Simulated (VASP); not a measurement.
A run of VASP 6.6.1:

File INCAR:

```
SYSTEM = Au
PREC     = Accurate       ! precision mode
ENCUT    = 500            ! plane-wave cutoff, eV
EDIFF    = 1E-6           ! SCF threshold, eV
ISMEAR   = 1              ! smearing method
SIGMA    = 0.01           ! smearing width, eV
LREAL    = .False.        ! projectors in reciprocal space
LASPH    = .True.         ! aspherical terms in the spheres
NELM     = 120            ! most SCF steps
ALGO     = Normal         ! electronic algorithm
ISIF     = 2              ! what is computed and relaxed
LWAVE    = .False.        ! write WAVECAR
LCHARG   = .False.        ! write CHGCAR
GGA      = PE             ! functional
NBANDS   = 12             ! bands
GGA_COMPAT= .False.
```

KPOINTS

```
Automatic mesh
0
Gamma
  16 16 16
  0 0 0
```

File POSCAR:

```
Au
1.0
   -1.3768574453      1.3768574453      1.3768574453
    1.3768574453     -1.3768574453      1.3768574453
    1.3768574453      1.3768574453     -1.3768574453
Au
1
Direct
    0.0000000000      0.0000000000      0.0000000000
```

Potentials or basis: VASP PAW PBE potentials, release 64 (Au).

Run with:

```console
$ cat potpaw_PBE.64/Au/POTCAR > POTCAR
$ mpirun -np 1 vasp_std > vasp.out
```

Hardware: 1 thread of Intel(R) Xeon(R) Platinum 8488C (Sapphire Rapids) (shared host).

Question: Estimate the wall time of this run.

Answer: Run time: 11 s on 1 thread of Intel(R) Xeon(R) Platinum 8488C (Sapphire Rapids) (shared host), peak memory 0.13 GiB. Counts: scf iterations 11, k points 145.
